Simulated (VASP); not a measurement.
## AlCo: single point with PBE

AlCo, a slab with vacuum:

```
Co Al
1.0
     2.85282    0.00000    0.00000
     0.00000    4.03450    0.00000
     0.00000    0.00000   18.01720
Co Al
2 2
Direct
  0.75000 0.00000 0.44402
  0.75000 0.50000 0.55598
  0.25000 0.50000 0.44402
  0.25000 0.00000 0.55598
```

```json
{
  "Program": "VASP 6.6.1",
  "Task": "single point",
  "Functional": "PBE",
  "Potentials or basis": "VASP PAW PBE potentials, release 64 (Co, Al)",
  "Cutoff": "520 eV",
  "k mesh": "13 × 9 × 1",
  "Occupations": "fermi-dirac, width 0.1 eV",
  "Spin": "no spin polarisation",
  "Dipole correction": "yes",
  "Further INCAR settings": "ALGO = Normal; EDIFF = 1e-06; NBANDS = 20"
}
```

```
Largest force          : 0.278 eV/Å
Band gap on the k mesh : zero (bands 12 and 13 overlap by 0.34 eV)
```

Forces in eV/Å, atoms in the order of the input:
```
Co   0.000  0.000  0.278
Co   0.000  0.000 -0.278
Al   0.000  0.000 -0.177
Al   0.000  0.000  0.177
```

Levels at points of the mesh, in eV from the Fermi level:
| k point | band 9 | band 10 | band 11 | band 12 | band 13 | band 14 | band 15 | band 16 |
| --- | --- | --- | --- | --- | --- | --- | --- | --- |
| (0.00, 0.00, 0.00) | -0.59 | -0.45 | -0.39 | -0.39 | -0.21 | 0.16 | 3.48 | 3.73 |

It took 5.4 min on 1 thread of Intel Xeon 8259CL, with other jobs on the host, peak memory 0.38 GiB.

Caveat: the run has no spin polarisation, though such a crystal can be magnetic. Spin polarisation is off, so any magnetic state and its effect on volume and gap are missing.
